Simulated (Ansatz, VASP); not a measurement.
**Two plane-wave programs on Ta2H3**

Contents of INCAR:

```
PREC = Accurate ; ENCUT = 600
EDIFF = 1E-7 ; ISMEAR = 0
SIGMA = 0.1 ; LREAL = False
LASPH = True ; NELM = 80
ALGO = Normal ; ISIF = 3
LWAVE = False ; LCHARG = False
GGA = PE ; IBRION = 2
NSW = 90 ; EDIFFG = -0.04
```

File KPOINTS:

```
Automatic mesh
0
Gamma
  6 6 4
```

POSCAR

```
Ta2H3
1.0
    3.5856031300      0.0000000000      0.0000000000
   -1.7928015700      3.1052234000      0.0000000000
    0.0000000000      0.0000000000      6.1971733100
Ta H
2 3
Direct
    0.0000000000      0.0000000000      0.2756286800
    0.0000000000      0.0000000000      0.7243713200
    0.0000000000      0.0000000000      0.5000000000
    0.3333333300      0.6666666700      0.0000000000
    0.6666666700      0.3333333300      0.0000000000
```

Input for Ansatz:

```yaml
crystal:
  lattice:
    - [3.58560313, 0.0, 0.0]
    - [-1.79280157, 3.1052234, 0.0]
    - [0.0, 0.0, 6.19717331]
  atoms:
    - { symbol: Ta, position: [0.0, 0.0, 0.27562868] }
    - { symbol: Ta, position: [0.0, 0.0, 0.72437132] }
    - { symbol: H, position: [0.0, 0.0, 0.5] }
    - { symbol: H, position: [0.33333333, 0.66666667, 0.0] }
    - { symbol: H, position: [0.66666667, 0.33333333, 0.0] }
basis:
  ecutwfc: 420
kpoints:
  mp_grid: { grid: [6, 6, 4] }
hamiltonian:
  xc: pbe
scf:
  occupations: { method: gaussian, width: 0.1 }
  lower_state_search: "off"
output:
  forces: true
  stress: true
  eigenvalues: true
relax:
  adjacent_minimum: "off"
  f_tol: 0.04
  max_steps: 70
  cell: { stress_tol: 0.4 }
```

Alike in both runs: task relaxation of cell and atoms; functional PBE; k mesh 6 × 6 × 4; occupations gaussian, width 0.1 eV; no spin polarisation.

|  | VASP | Ansatz |
| --- | --- | --- |
| version | VASP 6.6.1 | Ansatz 0.2.0 |
| potentials or method | VASP PAW PBE potentials, release 64 (Ta_pv, H), cutoff 600 eV | scalar-relativistic, plane waves, PAW |
| valence electrons in the cell | 25 | 29 |

```tsv
	VASP	Ansatz	Ansatz less VASP
gap on the k mesh at the Fermi level, each at its own relaxed structure (eV)	none	none	-
relaxed volume (Å³/atom)	10.05	9.82	-0.229
relaxed cell length with the largest relative difference (Å)	6.548	6.748	+0.2003
```

A gap of «none» marks a metal or a gap that the smearing closes. VASP's potentials hold 25 valence electrons a cell and Ansatz's 29, so a difference there can come from the potentials and not from the codes.

Neither program's run includes spin-orbit coupling. Noted on VASP's run: the volume moved by over 15 % at a fixed basis, so the end points are rough.
